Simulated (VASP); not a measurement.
Here is a VASP 6.6.1 calculation.

INCAR

```
ALGO     = Normal         # electronic algorithm
EDIFF    = 1E-6           # SCF threshold, eV
ENCUT    = 520            # plane-wave cutoff, eV
GGA      = PE             # functional
ISIF     = 2              # what is computed and relaxed
ISMEAR   = -1             # smearing method
LASPH    = T              # aspherical terms in the spheres
LCHARG   = F              # write CHGCAR
LREAL    = F              # projectors in reciprocal space
LWAVE    = F              # write WAVECAR
NBANDS   = 11             # bands
NELM     = 80             # most SCF steps
PREC     = Accurate       # precision mode
SIGMA    = 0.02           # smearing width, eV
```

KPOINTS

```
k-points
0
Gamma
  10 10 10
```

File POSCAR:

```
AlN
1.0
    0.0000000000      2.0188684521      1.9381137141
    2.0188684521      0.0000000000      1.9381137141
    2.0188684521      2.0188684521      0.0000000000
Al N
1 1
Direct
    0.0000000000      0.0000000000      0.0000000000
    0.5000000000      0.5000000000      0.5000000000
```

Potentials or basis: VASP PAW PBE potentials, release 64 (Al, N).

Run with:

```bash
$ cat potpaw_PBE.64/Al/POTCAR potpaw_PBE.64/N/POTCAR > POTCAR
$ mpirun -np 1 vasp_std > vasp.out
```

Task: What does it give for the band gap on the k mesh?

Result: 4.72 eV, indirect (least direct gap 6.21 eV).

Task: Predict the pressure.

Result: 19.3 GPa.

Stress tensor (GPa, compression positive):
```
13.86  0.00  0.00
 0.00 13.86  0.00
 0.00  0.00 30.14
```

Caveat: the cell differs from its parent crystal (uniaxial z strain -4.0%). A k mesh can miss the band edges.
